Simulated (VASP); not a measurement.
A run of VASP 6.6.1:

INCAR

```
ALGO = Normal ; EDIFF = 1E-6
ENCUT = 520 ; GGA = PS
ISIF = 2 ; ISMEAR = -1
LASPH = T ; LCHARG = F
LREAL = F ; LWAVE = F
NBANDS = 28 ; NELM = 60
PREC = Accurate ; SIGMA = 0.05
```

File KPOINTS:

```
k-points
0
Gamma
  10 10 10
```

Contents of POSCAR:

```
TiCo3
1.0
    3.3424208696      0.0000000000      0.0000000000
    0.0000000000      3.3424208696      0.0000000000
    0.0000000000      0.0000000000      3.3424208696
Ti Co
1 3
Direct
    0.0000000000      0.0000000000      0.0000000000
    0.0000000000      0.5000000000      0.5000000000
    0.5000000000      0.0000000000      0.5000000000
    0.5000000000      0.5000000000      0.0000000000
```

Potentials or basis: VASP PAW PBE potentials, release 64 (Ti_sv, Co).

The run is started by

```sh
$ cat potpaw_PBE.64/Ti_sv/POTCAR potpaw_PBE.64/Co/POTCAR > POTCAR
$ mpirun -np 1 vasp_std > vasp.out
```

Hardware: 1 thread of Intel Xeon 8259CL, with other jobs on the host.

Task: How long does it take, and how much memory?

Result: Run time: 110 s on 1 thread of Intel Xeon 8259CL, with other jobs on the host, peak memory 0.19 GiB. Counts: scf iterations 15, k points 56.
